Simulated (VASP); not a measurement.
# Si16Mo7 (a cell with a defect) in VASP: single point with PBE

Aim: the single point of Si16Mo7 (a cell with a defect) with PBE.

All numbers are computed with VASP 6.6.1; they aren't measurements. Logs are shortened: lines on timing, memory, paths and dates and some standing lists are left out, and cuts for length are marked.

### Step 1. The cell of the first run

The cell holds a defect, 23 atoms: a = 6.409 Å, b = 6.409 Å, c = 7.816 Å, α = 90.00°, β = 90.00°, γ = 90.00°.

### Step 2. Single point, PBE

INCAR reads:

```
PREC     = Accurate       # precision mode
ENCUT    = 520            # plane-wave cutoff, eV
EDIFF    = 1E-7           # SCF threshold, eV
ISMEAR   = 0              # smearing method
SIGMA    = 0.05           # smearing width, eV
LREAL    = Auto         
LASPH    = T              # aspherical terms in the spheres
NELM     = 100            # most SCF steps
ALGO     = Normal         # electronic algorithm
ISIF     = 2              # what is computed and relaxed
LWAVE    = F              # write WAVECAR
LCHARG   = T              # write CHGCAR
GGA      = PE             # functional
LELF     = T              # ELF
LVHAR    = T            
NBANDS   = 98             # bands
```

KPOINTS reads:

```
Automatic mesh
0
Gamma
  2 2 2
```

POSCAR reads:

```
Si16Mo7
1.0
    6.4085290000      0.0000000000      0.0000000000
    0.0000000000      6.4085290000      0.0000000000
    0.0000000000      0.0000000000      7.8161920000
Si Mo
16 7
Direct
    0.0013290101      0.0087341416      0.6699426012
    0.0003191060      0.0092501727      0.3320444278
    0.4991529257     -0.0117521509      0.6672832500
    0.4971218824     -0.0162280611      0.3347850206
    0.0011160127      0.4932922984      0.6687424004
   -0.0002665198      0.4895948821      0.3254825368
    0.2685992370      0.2562397705      0.1711774736
    0.2598059555      0.2571602625      0.8336156532
    0.5003068567      0.5093577637      0.6660921328
    0.4985551286      0.5135963339      0.3357670845
    0.7158141907      0.2507609781      0.1803946218
    0.7313835983      0.2533523684      0.8248493640
    0.2387507336      0.7437394759      0.1575462834
    0.2373575902      0.7426857240      0.8393014143
    0.7663612040      0.7479313896      0.1586202079
    0.7706108531      0.7455091488      0.8392867012
   -0.0092135028      0.0674107896      0.0068184098
    0.4985086281      0.0000263711     -0.0003703850
    0.2532028801      0.2527235189      0.5015818445
    0.5049956082      0.5080239163     -0.0008642316
    0.7467384481      0.2526528319      0.5016809976
    0.2451314490      0.7522047571      0.4996731145
    0.7563163091      0.7517250839      0.4991611004
```

Potentials or basis: VASP PAW PBE potentials, release 64 (Si, Mo_sv).

Launch:

```bash
$ cat potpaw_PBE.64/Si/POTCAR potpaw_PBE.64/Mo_sv/POTCAR > POTCAR
$ mpirun -np 1 vasp_std > vasp.out
```

OUTCAR:

```text
PREC = Accurate
   ENCUT = 520
   EDIFF = 1E-7
   ISMEAR = 0
   LREAL = Auto
   LASPH = T
   NELM = 100
   ISIF = 2
   GGA = PE

 ion  position               nearest neighbor table
   1  0.001  0.009  0.670-  19 2.60  16 2.60  21 2.61  22 2.63   8 2.63  12 2.63  14 2.64  23 2.64
                             2 2.64  17 2.66   5 3.11
   2  0.000  0.009  0.332-  17 2.57  19 2.61  21 2.61  23 2.62  15 2.62  22 2.63   1 2.64   7 2.65
                            13 2.66  11 2.67   6 3.08
   3  0.499  0.988  0.667-  12 2.57  22 2.58  23 2.60  18 2.60   4 2.60   8 2.65  19 2.65  21 2.66
                            14 2.66  16 2.69   9 3.07
   4  0.497  0.984  0.335-  11 2.52  22 2.54  23 2.57   3 2.60   7 2.61  18 2.62  13 2.65  19 2.67
                            15 2.68  21 2.69  10 3.01
   5  0.001  0.493  0.669-  16 2.56  14 2.57  19 2.59   8 2.59  21 2.60  12 2.62  22 2.64  23 2.64
                             6 2.68   1 3.11
   6  1.000  0.490  0.325-   7 2.58  15 2.58  13 2.59  21 2.61  19 2.61  11 2.63  23 2.66  22 2.68
                             5 2.68   2 3.08
   7  0.269  0.256  0.171-  17 2.51  10 2.56   6 2.58  18 2.58  19 2.58  20 2.59   4 2.61   8 2.64
                             2 2.65  11 2.87  13 3.13
   8  0.260  0.257  0.834-  17 2.51   5 2.59   9 2.59  20 2.59  19 2.60  18 2.60   1 2.63   7 2.64
                             3 2.65  12 3.02  14 3.12
   9  0.500  0.509  0.666-  12 2.53  10 2.58   8 2.59  20 2.60  22 2.61  23 2.61  21 2.62  19 2.62
                            14 2.63  16 2.67   3 3.07
  10  0.499  0.514  0.336-  11 2.50   7 2.56  22 2.57   9 2.58  23 2.59  13 2.62  20 2.63  19 2.64
                            21 2.65  15 2.67   4 3.01
  11  0.716  0.251  0.180-  10 2.50  17 2.52  21 2.52   4 2.52  18 2.55  20 2.56   6 2.63   2 2.67
                            12 2.78   7 2.87
  12  0.731  0.253  0.825-  17 2.49  21 2.53   9 2.53   3 2.57  20 2.57  18 2.59   5 2.62   1 2.63
                            11 2.78   8 3.02
  13  0.239  0.744  0.158-  14 2.49   6 2.59  20 2.59  10 2.62  18 2.64   4 2.65   2 2.66  22 2.67
                            17 2.87  15 3.03   7 3.13
  14  0.237  0.743  0.839-  13 2.49   5 2.57  20 2.60   9 2.63   1 2.64  22 2.66  18 2.66   3 2.66
                            17 2.92  16 2.99   8 3.12
  15  0.766  0.748  0.159-  16 2.50   6 2.58  20 2.59   2 2.62  23 2.66  18 2.66  10 2.67   4 2.68
                            17 2.77  13 3.03
  16  0.771  0.746  0.839-  15 2.50   5 2.56  20 2.60   1 2.60  23 2.66   9 2.67   3 2.69  18 2.70
                            17 2.82  14 2.99
  17  0.991  0.067  0.007-  12 2.49   8 2.51   7 2.51  11 2.52   2 2.57   1 2.66  15 2.77  16 2.82
                            13 2.87  14 2.92  18 3.18  18 3.28
  18  0.499  0.000  1.000-  11 2.55   7 2.58  12 2.59   8 2.60   3 2.60   4 2.62  13 2.64  14 2.66
                            15 2.66  16 2.70  20 3.15  17 3.18  20 3.26  17 3.28
  19  0.253  0.253  0.502-   7 2.58   5 2.59   8 2.60   1 2.60   2 2.61   6 2.61   9 2.62  10 2.64
                             3 2.65   4 2.67  21 3.16  22 3.20  22 3.21  21 3.25
  20  0.505  0.508  0.999-  11 2.56  12 2.57   7 2.59  15 2.59  13 2.59   8 2.59  14 2.60  16 2.60
                             9 2.60  10 2.63  18 3.15  18 3.26
  21  0.747  0.253  0.502-  11 2.52  12 2.53   5 2.60   6 2.61   2 2.61   1 2.61   9 2.62  10 2.65
[... 186 lines left out ...]
     AMIX     =   0.40;   BMIX     =  1.00
     AMIX_MAG =   1.60;   BMIX_MAG =  1.00
  volume/ion in A,a.u.               =      13.96        94.18
  Fermi-wavevector in a.u.,A,eV,Ry     =   1.303394  2.463058 23.114081  1.698837
  Thomas-Fermi vector in A             =   2.434399
   LORBIT       =      0    0 simple, 1 ext, 2 COOP (PROOUT), +10 PAW based schemes
   GGA     = PE    functional components
   LHFCALC =     F    Hartree Fock is set to
   AEXX    =    0.0000 exact exchange contribution
   IVDW    =     0    specifies the selected vdW correction
   LEPSILON=     F    determine dielectric tensor
   LRPA    =     F    only Hartree local field effects (RPA)
 non-spin polarized calculation
 Gauss-broadening in eV      SIGMA  =   0.05
  energy-cutoff  :      520.00
  volume of cell :      321.01
 maximum number of plane-waves:      8688
 NGX is ok and might be reduce to    48
   NGX = 23   NGY = 23   NGZ = 29

 number of electron     161.9999995 magnetization

 Free energy of the ion-electron system (eV)
  ---------------------------------------------------
  ext. energy  EPLUGINS =         0.00000000
  ---------------------------------------------------
  free energy    TOTEN  =      -169.32197456 eV

  energy without entropy =     -169.31393616  energy(sigma->0) =     -169.31795536

 E-fermi :  11.3365     XC(G=0): -12.1063

 val. band max:       11.3343107158   @ k =   0.5000   0.0000   0.0000
 cond. band min:      11.4597462426   @ k =   0.5000   0.5000   0.0000
 fundamental gap:      0.1254355268
 Fermi energy:        11.3365294765

 k-point     1 :       0.0000    0.0000    0.0000
  band No.  band energies     occupation
      1     -49.2603      2.00000
      2     -49.2301      2.00000
      3     -49.2026      2.00000
      4     -49.1850      2.00000
      5     -49.1700      2.00000
      6     -49.0866      2.00000
[... 757 lines left out ...]
     92      13.4442      0.00000
     93      13.5177      0.00000
 [bands above 93 left out]

------------------------ aborting loop because EDIFF is reached ----------------------------------------

  FORCE on cell =-STRESS in cart. coord.  units (eV):
  Direction    XX          YY          ZZ          XY          YZ          ZX
  --------------------------------------------------------------------------------------
  -------------------------------------------------------------------------------------
  Total        4.8384193     -1.1535525     12.6073971      0.0837797     -0.2850395      0.0185183
  in kB       24.1491673     -5.7575273     62.9251249      0.4181550     -1.4226684      0.0924271
  external PRESSURE =      27.1055883 kB  Pullay stress =       0.0000000 kB

 VOLUME and BASIS-vectors are now :
 -----------------------------------------------------------------------------
  energy-cutoff  :      520.00
  volume of cell :      321.01
      direct lattice vectors                 reciprocal lattice vectors
     6.408529000  0.000000000  0.000000000     0.156042050  0.000000000  0.000000000
     0.000000000  6.408529000  0.000000000     0.000000000  0.156042050  0.000000000
     0.000000000  0.000000000  7.816192000     0.000000000  0.000000000  0.127939539

 POSITION                                       TOTAL-FORCE (eV/Angst)
 -----------------------------------------------------------------------------------
      0.00852      0.05597      5.23640        -0.048999      0.101840     -0.099413
      0.00205      0.05928      2.59532        -0.021362      0.071931      0.174242
      3.19884      6.33322      5.21561         0.004820      0.337205      0.041672
      3.18582      6.30453      2.61674         0.041315      0.446922     -0.056067
      0.00715      3.16128      5.22702        -0.059051      0.291873     -0.137411
      6.40682      3.13758      2.54403        -0.018470      0.350573      0.242306
[... 15 lines left out ...]
      1.57093      4.82053      3.90554        -0.049454      0.167269      0.127447
      4.84688      4.81745      3.90154        -0.088633      0.146188      0.145030
 -----------------------------------------------------------------------------------
    total drift:                                0.000348     -0.006874      0.001651

  FREE ENERGIE OF THE ION-ELECTRON SYSTEM (eV)
  ---------------------------------------------------
  free  energy   TOTEN  =      -169.3219745575 eV

  energy  without entropy=     -169.3139361648  energy(sigma->0) =     -169.31795536
```

OSZICAR:

```text
N       E                     dE             d eps       ncg     rms          rms(c)
DAV:   1     0.135035746174E+04    0.13504E+04   -0.86938E+04  1688   0.157E+03
DAV:   2    -0.970301549453E+02   -0.14474E+04   -0.14057E+04  1816   0.410E+02
DAV:   3    -0.173703018474E+03   -0.76673E+02   -0.74045E+02  1968   0.810E+01
DAV:   4    -0.175768134038E+03   -0.20651E+01   -0.20418E+01  1912   0.119E+01
[... 11 lines left out ...]
DAV:  16    -0.169321975677E+03   -0.23485E-05   -0.85926E-06  1856   0.942E-03    0.564E-03
DAV:  17    -0.169321975073E+03    0.60390E-06   -0.11739E-06  1792   0.449E-03    0.275E-03
DAV:  18    -0.169321974758E+03    0.31580E-06   -0.29765E-07  1416   0.242E-03    0.133E-03
DAV:  19    -0.169321974568E+03    0.18959E-06   -0.70965E-08  1088   0.981E-04    0.434E-04
DAV:  20    -0.169321974557E+03    0.10570E-07   -0.12747E-08  1000   0.424E-04
   1 F= -.16932197E+03 E0= -.16931796E+03  d E =-.803839E-02
```

stdout:

```text
POSCAR found type information on POSCAR SiMo
 POSCAR found :  2 types and      23 ions
 scaLAPACK will be used
 LDA part: xc-table for (Slater+PW92), standard interpolation
 POSCAR, INCAR and KPOINTS ok, starting setup
 FFT: planning ... GRIDC
 FFT: planning ... GRID_SOFT
 FFT: planning ... GRID
 WAVECAR not read
 entering main loop
```

Run time: 7.4 min. Hardware: 1 thread of Intel Xeon Platinum 8488C (Sapphire Rapids), shared host; peak memory 0.42 GiB.

What came out:

```
Free energy            : -169.3220 eV
Pressure               : 2.7 GPa
Largest force          : 3.825 eV/Å
Band gap on the k mesh : zero (bands 81 and 82 overlap by 0.71 eV)
```

Forces in eV/Å, atoms in the order of the input:
```
Si  -0.049  0.102 -0.099
Si  -0.021  0.072  0.174
Si   0.005  0.337  0.042
Si   0.041  0.447 -0.056
Si  -0.059  0.292 -0.137
Si  -0.018  0.351  0.242
Si  -0.618  0.136 -0.262
Si  -0.305  0.184  0.164
Si   0.014 -0.028  0.054
Si   0.070 -0.128 -0.078
Si   1.075  0.104 -0.726
Si   0.485  0.184  0.622
Si  -0.122  0.145  0.194
Si   0.064  0.150 -0.020
Si  -0.071  0.081  0.019
Si  -0.250  0.094  0.140
Mo   0.591 -3.727 -0.625
Mo  -0.244  0.284  0.074
Mo  -0.140  0.240 -0.043
Mo  -0.388  0.118  0.086
Mo   0.079  0.248 -0.036
Mo  -0.049  0.167  0.127
Mo  -0.089  0.146  0.145
```

Levels at points of the mesh, in eV from the Fermi level:
```
           k point  band 78  band 79  band 80  band 81  band 82  band 83  band 84  band 85
(0.00, 0.00, 0.00)    -0.52    -0.48    -0.35    -0.22     0.29     0.65     1.66     1.84
(0.50, 0.00, 0.00)    -1.03    -0.79    -0.21    -0.06     0.00     0.65     0.79     1.09
(0.00, 0.50, 0.00)    -0.99    -0.89    -0.60    -0.20     0.00     0.63     0.67     1.13
(0.50, 0.50, 0.00)    -0.88    -0.65    -0.30    -0.13     0.12     0.49     0.60     0.66
(0.00, 0.00, 0.50)    -0.48    -0.31    -0.17     0.57     0.64     1.06     1.21     1.32
(0.50, 0.00, 0.50)    -1.04    -0.75    -0.69     0.15     0.16     0.62     0.73     0.88
(0.00, 0.50, 0.50)    -1.06    -0.81    -0.50    -0.21     0.14     0.60     0.72     0.84
(0.50, 0.50, 0.50)    -1.62    -1.53    -0.41    -0.38    -0.14     0.23     0.37     1.45
```

Caveat: the k points lie up to 0.49 Å⁻¹ apart, too coarse for converged energies and pressures of a metal.
